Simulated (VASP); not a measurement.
# ZrH3 (Pm-3m) in VASP: notebook

ZrH3 is run at these levels: r2SCAN+D3(BJ); tasks: single point.

Program: VASP 6.6.1. These are calculated values, not measurements. Logs are shortened: lines on timing, memory, paths and dates and some standing lists are left out, and cuts for length are marked.

## (1) The cell of the first run

Symmetry: Pm-3m, No. 221, cubic system. The conventional cell has a = 3.126 Å, b = 3.126 Å, c = 3.126 Å, α = 90.00°, β = 90.00°, γ = 90.00°. Within 2.9 Å of Zr (site symmetry m-3m) lie 12 H at 2.21 Å. H (site symmetry 4/mmm) has 4 Zr at 2.21 Å and 8 H at 2.21 Å within 2.9 Å.

## (2) Single point, r2SCAN+D3(BJ)

The input, POSCAR:

```
ZrH3
1.0
    3.1260380000      0.0000000000      0.0000000000
    0.0000000000      3.1260380000      0.0000000000
    0.0000000000      0.0000000000      3.1260380000
Zr H
1 3
Direct
    0.0000000000      0.0000000000      0.0000000000
    0.0000000000      0.5000000000      0.5000000000
    0.5000000000      0.0000000000      0.5000000000
    0.5000000000      0.5000000000      0.0000000000
```

The input, INCAR.step1:

```
PREC = Accurate
ENCUT = 520
ISMEAR = -1
SIGMA = 0.3
LREAL = False
LASPH = True
NELM = 80
NBANDS = 16
GGA = PE
ALGO = Normal
EDIFF = 1E-4
LWAVE = True
LCHARG = False
```

The input, INCAR.step2:

```
PREC = Accurate
ENCUT = 520
EDIFF = 1E-7
ISMEAR = -1
SIGMA = 0.3
LREAL = False
LASPH = True
NELM = 80
ALGO = Normal
ISIF = 2
LWAVE = False
LCHARG = True
METAGGA = R2SCAN
LMIXTAU = True
IVDW = 12
VDW_S6 = 1.0
VDW_S8 = 0.78981345
VDW_A1 = 0.49484001
VDW_A2 = 5.73083694
LELF = True
LVHAR = True
NBANDS = 16
ISTART = 1
```

The input, KPOINTS:

```
Automatic mesh
0
Gamma
  5 5 5
```

Potentials or basis: VASP PAW PBE potentials, release 64 (Zr_sv, H).

Started as:

```bash
cat potpaw_PBE.64/Zr_sv/POTCAR potpaw_PBE.64/H/POTCAR > POTCAR
cp INCAR.step1 INCAR
mpirun -np 1 vasp_std > vasp.out
cp INCAR.step2 INCAR
mpirun -np 1 vasp_std > vasp.out
```

OUTCAR:

```text
PREC = Accurate
   ENCUT = 520
   EDIFF = 1E-7
   ISMEAR = -1
   LREAL = False
   LASPH = True
   NELM = 80
   ISIF = 2
   METAGGA = R2SCAN
   IVDW = 12
   ISTART = 1
 IVDW          = 12

 ion  position               nearest neighbor table
   1  0.000  0.000  0.000-   2 2.21   3 2.21   4 2.21   2 2.21   3 2.21   2 2.21   4 2.21   2 2.21
                             3 2.21   4 2.21   3 2.21   4 2.21
   2  0.000  0.500  0.500-   1 2.21   1 2.21   1 2.21   1 2.21
   3  0.500  0.000  0.500-   1 2.21   1 2.21   1 2.21   1 2.21
   4  0.500  0.500  0.000-   1 2.21   1 2.21   1 2.21   1 2.21

  LATTYP: Found a simple cubic cell.
 ALAT       =     3.1260380000

  Lattice vectors:

 A1 = (   3.1260380000,   0.0000000000,   0.0000000000)
 A2 = (   0.0000000000,   3.1260380000,   0.0000000000)
 A3 = (   0.0000000000,   0.0000000000,   3.1260380000)

Analysis of symmetry for initial positions (statically):
=====================================================================
 Subroutine PRICEL returns:
 Original cell was already a primitive cell.

 Routine SETGRP: Setting up the symmetry group for a
 simple cubic supercell.

 Subroutine GETGRP returns: Found 48 space group operations
 (whereof 48 operations were pure point group operations)
 out of a pool of 48 trial point group operations.

The static configuration has the point symmetry O_h .

Analysis of symmetry for dynamics (positions and initial velocities):
=====================================================================
 Subroutine PRICEL returns:
 Original cell was already a primitive cell.

 Routine SETGRP: Setting up the symmetry group for a
 simple cubic supercell.

 Subroutine GETGRP returns: Found 48 space group operations
 (whereof 48 operations were pure point group operations)
 out of a pool of 48 trial point group operations.

The dynamic configuration has the point symmetry O_h .

 Subroutine INISYM returns: Found 48 space group operations
 (whereof 48 operations are pure point group operations),
 and found     1 'primitive' translations

----------------------------------------------------------------------------------------

                                     Primitive cell

  volume of cell :      30.5480

  direct lattice vectors                    reciprocal lattice vectors
     3.126038000  0.000000000  0.000000000     0.319893744  0.000000000  0.000000000
     0.000000000  3.126038000  0.000000000     0.000000000  0.319893744  0.000000000
     0.000000000  0.000000000  3.126038000     0.000000000  0.000000000  0.319893744

  length of vectors
     3.126038000  3.126038000  3.126038000     0.319893744  0.319893744  0.319893744

  position of ions in fractional coordinates (direct lattice)
     0.000000000  0.000000000  0.000000000
     0.000000000  0.500000000  0.500000000
     0.500000000  0.000000000  0.500000000
     0.500000000  0.500000000  0.000000000

  ion indices of the primitive-cell ions
   primitive index   ion index
                 1           1
                 2           2
                 3           3
                 4           4

----------------------------------------------------------------------------------------

 KPOINTS: Automatic mesh

Automatic generation of k-mesh.
 Grid dimensions read from file:
 generate k-points for:    5    5    5

 Generating k-lattice:

  Cartesian coordinates                     Fractional coordinates (reciprocal lattice)
     0.063978749  0.000000000  0.000000000     0.200000000  0.000000000  0.000000000
     0.000000000  0.063978749  0.000000000     0.000000000  0.200000000  0.000000000
     0.000000000  0.000000000  0.063978749     0.000000000  0.000000000  0.200000000

  Length of vectors
     0.063978749  0.063978749  0.063978749

  Shift w.r.t. Gamma in fractional coordinates (k-lattice)
     0.000000000  0.000000000  0.000000000

 Subroutine IBZKPT returns following result:
 ===========================================

 Found     10 irreducible k-points:

 Following reciprocal coordinates:
            Coordinates               Weight
  0.000000  0.000000  0.000000      1.000000
  0.200000  0.000000  0.000000      6.000000
  0.400000  0.000000  0.000000      6.000000
  0.200000  0.200000  0.000000     12.000000
  0.400000  0.200000  0.000000     24.000000
  0.400000  0.400000  0.000000     12.000000
  0.200000  0.200000  0.200000      8.000000
  0.400000  0.200000  0.200000     24.000000
  0.400000  0.400000  0.200000     24.000000
  0.400000  0.400000  0.400000      8.000000
   k-points           NKPTS =     10   k-points in BZ     NKDIM =     10   number of bands    NBANDS=     16
   number of dos      NEDOS =    301   number of ions     NIONS =      4
   total plane-waves  NPLWV =  13824
   dimension x,y,z NGX =    24 NGY =   24 NGZ =   24
   dimension x,y,z NGXF=    48 NGYF=   48 NGZF=   48
   ions per type =               1   3
   NGX,Y,Z   is equivalent  to a cutoff of  12.76, 12.76, 12.76 a.u.
   NGXF,Y,Z  is equivalent  to a cutoff of  25.53, 25.53, 25.53 a.u.
 SYSTEM =  unknown system
   PREC   = accura    normal or accurate (medium, high low for compatibility)
   ISTART =      1    job   : 0-new  1-cont  2-samecut
   ICHARG =      0    charge: 1-file 2-atom 10-const
   ISPIN  =      1    spin polarized calculation?
   LNONCOLLINEAR =      F non collinear calculations
   LSORBIT =      F    spin-orbit coupling
   LASPH  =      T    aspherical Exc in radial PAW
   ENCUT  =  520.0 eV  38.22 Ry    6.18 a.u.   5.81  5.81  5.81*2*pi/ulx,y,z
   NELM   =     80;   NELMIN=  2; NELMDL=  0     # of ELM steps
   EDIFF  = 0.1E-06   stopping-criterion for ELM
   LREAL  =      F    real-space projection
   EDIFFG = 0.1E-05   stopping-criterion for IOM
   NSW    =      0    number of steps for IOM
   IBRION =     -1    ionic relax: 0-MD 1-quasi-New 2-CG
   NFREE  =      0    steps in history (QN), initial steepest desc. (CG)
   ISIF   =      2    stress and relaxation
   ISYM   =      2    0-nonsym 1-usesym 2-fastsym
   POTIM  = 0.5000    time-step for ionic-motion
   TEBEG  =    0.0;   TEEND  =   0.0 temperature during run
   PSTRESS=    0.0 pullay stress
   NELECT =      15.0000    total number of electrons
   NUPDOWN=      -1.0000    fix difference up-down
   EMIN   =  10.00;   EMAX   =-10.00  energy-range for DOS
   EFERMI =   0.00;   METHOD = LEGACY
   ISMEAR =    -1;   SIGMA  =   0.30  broadening in eV -4-tet -1-fermi 0-gaus
   EFERMI_NEDOS =   21; number of points for ismear=-14 and -15
   IALGO  =     38    algorithm
   IMIX   =      4    mixing-type and parameters
     AMIX     =   0.40;   BMIX     =  1.00
     AMIX_MAG =   1.60;   BMIX_MAG =  1.00
  volume/ion in A,a.u.               =       7.64        51.54
  Fermi-wavevector in a.u.,A,eV,Ry     =   1.291549  2.440674 22.695874  1.668100
  Thomas-Fermi vector in A             =   2.423312
   LORBIT       =      0    0 simple, 1 ext, 2 COOP (PROOUT), +10 PAW based schemes
   METAGGA = R2SCAN    functional components
   LHFCALC =     F    Hartree Fock is set to
   AEXX    =    0.0000 exact exchange contribution
   IVDW    =    12    specifies the selected vdW correction
   LEPSILON=     F    determine dielectric tensor
   LRPA    =     F    only Hartree local field effects (RPA)
 non-spin polarized calculation
  energy-cutoff  :      520.00
  volume of cell :       30.55
 maximum number of plane-waves:       834
 NGX is ok and might be reduce to    24
   NGX = 11   NGY = 11   NGZ = 11

 number of electron      15.0000002 magnetization

 Free energy of the ion-electron system (eV)
  ---------------------------------------------------
  ext. energy  EPLUGINS =         0.00000000
  ---------------------------------------------------
  free energy    TOTEN  =       -34.51168098 eV

  energy without entropy =      -34.25887448  energy(sigma->0) =      -34.38527773

 E-fermi :   7.8944     XC(G=0): -11.8481

 val. band max:        7.8906401632   @ k =   0.4000   0.4000   0.2000
 cond. band min:       8.5504703600   @ k =   0.4000   0.0000   0.0000
 fundamental gap:      0.6598301968
 Fermi energy:         7.8943676287

 k-point     1 :       0.0000    0.0000    0.0000
  band No.  band energies     occupation
      1     -43.2000      2.00000
      2     -20.2048      2.00000
      3     -20.2048      2.00000
      4     -20.2048      2.00000
      5      -2.8037      2.00000
      6       3.3534      2.00000
[... 8 lines left out ...]
     15      16.6651      0.00000
     16      22.0021      0.00000

 k-point     2 :       0.2000    0.0000    0.0000
  band No.  band energies     occupation
      1     -43.1747      2.00000
      2     -20.4864      2.00000
      3     -20.1820      2.00000
      4     -20.1820      2.00000
      5      -2.0429      2.00000
      6       3.3296      2.00000
[... 8 lines left out ...]
     15      18.3904      0.00000
     16      25.1233      0.00000

 k-point     3 :       0.4000    0.0000    0.0000
  band No.  band energies     occupation
      1     -43.1334      2.00000
      2     -20.9161      2.00000
      3     -20.1448      2.00000
      4     -20.1448      2.00000
      5      -0.1620      2.00000
      6       2.0857      2.00000
[... 8 lines left out ...]
     15      20.7407      0.00000
     16      22.2243      0.00000

 k-point     4 :       0.2000    0.2000    0.0000
  band No.  band energies     occupation
      1     -43.1498      2.00000
      2     -20.4730      2.00000
      3     -20.4366      2.00000
      4     -20.1596      2.00000
      5      -1.3564      2.00000
      6       3.7431      2.00000
[... 8 lines left out ...]
     15      20.1380      0.00000
     16      25.1181      0.00000
[... 58 lines left out ...]
 k-point     8 :       0.4000    0.2000    0.2000
  band No.  band energies     occupation
      1     -43.0854      2.00000
      2     -20.8304      2.00000
      3     -20.3889      2.00000
      4     -20.3580      2.00000
      5       0.6013      2.00000
      6       2.7307      2.00000
[... 8 lines left out ...]
     15      20.9344      0.00000
     16      22.5218      0.00000

 k-point     9 :       0.4000    0.4000    0.2000
  band No.  band energies     occupation
      1     -43.0465      2.00000
      2     -20.7666      2.00000
      3     -20.7539      2.00000
      4     -20.3252      2.00000
      5       1.0053      2.00000
      6       2.9463      2.00000
[... 8 lines left out ...]
     15      19.6909      0.00000
     16      20.7421      0.00000

 k-point    10 :       0.4000    0.4000    0.4000
  band No.  band energies     occupation
      1     -43.0087      2.00000
      2     -20.7050      2.00000
      3     -20.6881      2.00000
      4     -20.6881      2.00000
      5       1.4548      2.00000
      6       2.1082      2.00000
[... 8 lines left out ...]
     15      17.6781      0.00000
     16      17.9755      0.00000

------------------------ aborting loop because EDIFF is reached ----------------------------------------

 Edisp (eV)   -0.39437

 E8    (eV) :    -0.1280

  FORCE on cell =-STRESS in cart. coord.  units (eV):
  Direction    XX          YY          ZZ          XY          YZ          ZX
  --------------------------------------------------------------------------------------
  -------------------------------------------------------------------------------------
  Total      -0.50940    -0.50940    -0.50940     0.00000     0.00000     0.00000
  in kB     -26.71687   -26.71687   -26.71687     0.00000     0.00000     0.00000
  external pressure =      -26.72 kB  Pullay stress =        0.00 kB

 VOLUME and BASIS-vectors are now :
 -----------------------------------------------------------------------------
  energy-cutoff  :      520.00
  volume of cell :       30.55
      direct lattice vectors                 reciprocal lattice vectors
     3.126038000  0.000000000  0.000000000     0.319893744  0.000000000  0.000000000
     0.000000000  3.126038000  0.000000000     0.000000000  0.319893744  0.000000000
     0.000000000  0.000000000  3.126038000     0.000000000  0.000000000  0.319893744

 POSITION                                       TOTAL-FORCE (eV/Angst)
 -----------------------------------------------------------------------------------
      0.00000      0.00000      0.00000         0.000000      0.000000      0.000000
      0.00000      1.56302      1.56302         0.000000      0.000000      0.000000
      1.56302      0.00000      1.56302         0.000000      0.000000      0.000000
      1.56302      1.56302      0.00000         0.000000      0.000000      0.000000
 -----------------------------------------------------------------------------------
    total drift:                               -0.000000      0.000000      0.000000

  FREE ENERGIE OF THE ION-ELECTRON SYSTEM (eV)
  ---------------------------------------------------
  free  energy   TOTEN  =       -34.9060505145 eV

  energy  without entropy=      -34.6532440135  energy(sigma->0) =      -34.77964726
```

Wall time 18 s (1 thread of Intel Xeon 6975P-C (Granite Rapids), shared host); peak memory 0.15 GiB.

Results:

| Quantity | Value |
| --- | --- |
| Free energy | -34.9061 eV |
| Pressure | -2.7 GPa |
| Dispersion energy per atom | -0.099 eV |

Levels at points of the mesh, in eV from the Fermi level:
```csv
k point,band 3,band 4,band 5,band 6,band 7,band 8,band 9,band 10,band 11,band 12
"(0.00, 0.00, 0.00)",-28.10,-28.10,-10.70,-4.54,-4.54,4.03,4.03,4.03,5.85,5.85
```

Caveat: the k points lie up to 0.40 Å⁻¹ apart; three body term missing; the PAW data sets were made with another functional, which shifts forces and pressure a little; pairwise dispersion overbinds metals, which lowers pressure and volume.

## (3) Single point, r2SCAN+D3(BJ)

POSCAR is that of step 2.

The input, INCAR.step1:

```
PREC     = Accurate       # precision mode
ENCUT    = 520            # plane-wave cutoff, eV
ISMEAR   = -1             # smearing method
SIGMA    = 0.3            # smearing width, eV
LREAL    = F              # projectors in reciprocal space
LASPH    = T              # aspherical terms in the spheres
NELM     = 100            # most SCF steps
NBANDS   = 16             # bands
GGA      = PE             # functional
ALGO     = Normal         # electronic algorithm
EDIFF    = 1E-4           # SCF threshold, eV
LWAVE    = T              # write WAVECAR
LCHARG   = F              # write CHGCAR
```

The input, INCAR.step2:

```
PREC     = Accurate       # precision mode
ENCUT    = 520            # plane-wave cutoff, eV
EDIFF    = 1E-6           # SCF threshold, eV
ISMEAR   = -1             # smearing method
SIGMA    = 0.3            # smearing width, eV
LREAL    = F              # projectors in reciprocal space
LASPH    = T              # aspherical terms in the spheres
NELM     = 100            # most SCF steps
ALGO     = Normal         # electronic algorithm
ISIF     = 2              # what is computed and relaxed
LWAVE    = F              # write WAVECAR
LCHARG   = F              # write CHGCAR
METAGGA  = R2SCAN         # meta-GGA
LMIXTAU  = T            
IVDW     = 12             # dispersion correction
VDW_S6   = 1.0          
VDW_S8   = 0.78981345   
VDW_A1   = 0.49484001   
VDW_A2   = 5.73083694   
NBANDS   = 16             # bands
ISTART   = 1
```

The input, KPOINTS:

```
regular mesh
0
Gamma
  6 6 6
```

Potentials or basis: VASP PAW PBE potentials, release 64 (Zr_sv, H).

Started as:

```bash
cat potpaw_PBE.64/Zr_sv/POTCAR potpaw_PBE.64/H/POTCAR > POTCAR
cp INCAR.step1 INCAR
mpirun -np 1 vasp_std > vasp.out
cp INCAR.step2 INCAR
mpirun -np 1 vasp_std > vasp.out
```

Wall time 17 s (1 thread of Intel Xeon 6975P-C (Granite Rapids), shared host); peak memory 0.16 GiB.

Results (log left out):

```
Free energy                : -34.9375 eV
Pressure                   : -3.2 GPa
Dispersion energy per atom : -0.099 eV
```

Levels at points of the mesh, in eV from the Fermi level:
| k point | band 5 | band 6 | band 7 | band 8 | band 9 | band 10 |
| --- | --- | --- | --- | --- | --- | --- |
| (0.00, 0.00, 0.00) | -10.66 | -4.50 | -4.50 | 4.04 | 4.04 | 4.04 |
| (0.50, 0.00, 0.00) | -7.01 | -6.73 | -1.61 | -0.26 | 1.16 | 1.16 |
| (0.50, 0.50, 0.00) | -7.14 | -3.82 | -3.82 | -1.66 | 1.78 | 1.78 |
| (0.50, 0.50, 0.50) | -6.19 | -6.19 | -6.19 | 4.14 | 5.66 | 5.66 |

Caveat: three body term missing; the PAW data sets were made with another functional, which shifts forces and pressure a little; pairwise dispersion overbinds metals, which lowers pressure and volume.

## (4) Single point, r2SCAN+D3(BJ)

POSCAR is that of step 3.

The input, INCAR.step1:

```
SYSTEM = ZrH3
PREC = Accurate ; ENCUT = 520
ISMEAR = -1 ; SIGMA = 0.3
LREAL = .False. ; LASPH = .True.
NELM = 100 ; NBANDS = 16
GGA = PE ; ALGO = Normal
EDIFF = 1E-4 ; LWAVE = .True.
LCHARG = .False.
```

The input, INCAR.step2:

```
SYSTEM = ZrH3
PREC = Accurate ; ENCUT = 520
EDIFF = 1E-6 ; ISMEAR = -1
SIGMA = 0.3 ; LREAL = .False.
LASPH = .True. ; NELM = 100
ALGO = Normal ; ISIF = 2
LWAVE = .False. ; LCHARG = .False.
METAGGA = R2SCAN ; LMIXTAU = .True.
IVDW = 12 ; VDW_S6 = 1.0
VDW_S8 = 0.78981345 ; VDW_A1 = 0.49484001
VDW_A2 = 5.73083694 ; NBANDS = 16
ISTART = 1
```

The input, KPOINTS:

```
Automatic mesh
0
Gamma
  7 7 7
  0 0 0
```

Started as:

```bash
cat potpaw_PBE.64/Zr_sv/POTCAR potpaw_PBE.64/H/POTCAR > POTCAR
cp INCAR.step1 INCAR
mpirun -np 1 vasp_std > vasp.out
cp INCAR.step2 INCAR
mpirun -np 1 vasp_std > vasp.out
```

Run time: 16 s. Hardware: 1 thread of Intel Xeon 6975P-C (Granite Rapids), shared host; peak memory 0.15 GiB.

Results (log left out):

```
Free energy                : -34.9421 eV
Pressure                   : -3.5 GPa
Dispersion energy per atom : -0.099 eV
```

Levels at points of the mesh, in eV from the Fermi level:
```csv
k point,band 4,band 5,band 6,band 7,band 8,band 9,band 10,band 11
"(0.00, 0.00, 0.00)",-28.15,-10.72,-4.57,-4.57,3.98,3.98,3.98,5.82
```

Caveat: three body term missing; the PAW data sets were made with another functional, which shifts forces and pressure a little; pairwise dispersion overbinds metals, which lowers pressure and volume.

## (5) Overview

| k mesh | gap on the mesh (eV) | pressure (GPa) |
| --- | --- | --- |
| 5 × 5 × 5 | none | -2.7 |
| 6 × 6 × 6 | none | -3.2 |
| 7 × 7 × 7 | none | -3.5 |

Alike in all rows: task single point; level r2SCAN+D3(BJ); potentials or basis VASP PAW PBE potentials, release 64 (Zr_sv, H); no spin polarisation; cell as given; cutoff (eV) 520; smearing fermi-dirac 0.3 eV.

Caveats: some runs use coarse meshes; three body term missing; the PAW data sets were made with another functional, which shifts forces and pressure a little; pairwise dispersion overbinds metals, which lowers pressure and volume.

Absolute energies hang on the potentials; compare differences alone.
